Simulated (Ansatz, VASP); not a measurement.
Ta: VASP beside Ansatz

File INCAR:

```
SYSTEM = Ta
PREC = Accurate
ENCUT = 520
EDIFF = 1E-6
ISMEAR = -1
SIGMA = 0.05
LREAL = .FALSE.
LASPH = .TRUE.
NELM = 60
ALGO = Normal
ISIF = 2
LWAVE = .FALSE.
LCHARG = .FALSE.
LDIPOL = .TRUE.
IDIPOL = 3
DIPOL = 0.5 0.5 0.500
GGA = PS
NBANDS = 42
```

KPOINTS

```
regular mesh
0
G
  8 7 1
  0 0 0
```

Contents of POSCAR:

```
Ta
1.0
    4.9676408003      0.0000000000      0.0000000000
    0.0000000000      5.0868250988      0.0000000000
    0.0000000000      0.0000000000     24.5663000000
Ta
6
Direct
    0.3189631462      0.7500000000      0.4477683386
    0.6810368538      0.2500000000      0.4477683386
    0.8113262167      0.7500000000      0.4999999983
    0.1886737833      0.2500000000      0.4999999983
    0.3189631391      0.7500000000      0.5522316614
    0.6810368609      0.2500000000      0.5522316614
```

Input for Ansatz:

```yaml
crystal:
  lattice:
    - [4.9676408003, 0.0, 0.0]
    - [0.0, 5.0868250988, 0.0]
    - [0.0, 0.0, 24.5663]
  atoms:
    - { symbol: Ta, position: [0.3189631462, 0.75, 0.4477683386] }
    - { symbol: Ta, position: [0.6810368538, 0.25, 0.4477683386] }
    - { symbol: Ta, position: [0.8113262167, 0.75, 0.4999999983] }
    - { symbol: Ta, position: [0.1886737833, 0.25, 0.4999999983] }
    - { symbol: Ta, position: [0.3189631391, 0.75, 0.5522316614] }
    - { symbol: Ta, position: [0.6810368609, 0.25, 0.5522316614] }
kpoints:
  mp_grid: { grid: [8, 7, 1] }
scf:
  occupations: { method: fermi_dirac, width: 0.05 }
hamiltonian:
  xc: pbesol
  pseudopotentials: { kind: paw }
output:
  forces: true
  stress: true
  eigenvalues: true
efield:
  axis: 3
  amplitude: 0
  dipole_correction: true
```

Alike in both runs: task single point; functional PBEsol; k mesh 8 × 7 × 1; occupations fermi-dirac, width 0.05 eV; no spin polarisation.

```csv
,VASP,Ansatz
version,VASP 6.6.1,Ansatz 0.2.0
potentials or method,"VASP PAW PBE potentials, release 64 (Ta_pv)","PAW with Ansatz's default frozen-core files, scalar-relativistic"
plane-wave cutoff (eV),520,420
valence electrons in the cell,66,78
```

|  | VASP | Ansatz | Ansatz less VASP |
| --- | --- | --- | --- |
| rms of the force components (eV/Å) | 0.009 | 0.004 | -0.0046 |

VASP's potentials were made for PBE, not for PBEsol. Atom by atom the forces differ by 0.005 eV/Å (rms over components). VASP's potentials hold 66 valence electrons a cell and Ansatz's 78, so a difference there can come from the potentials and not from the codes.

Spin-orbit coupling is off throughout.
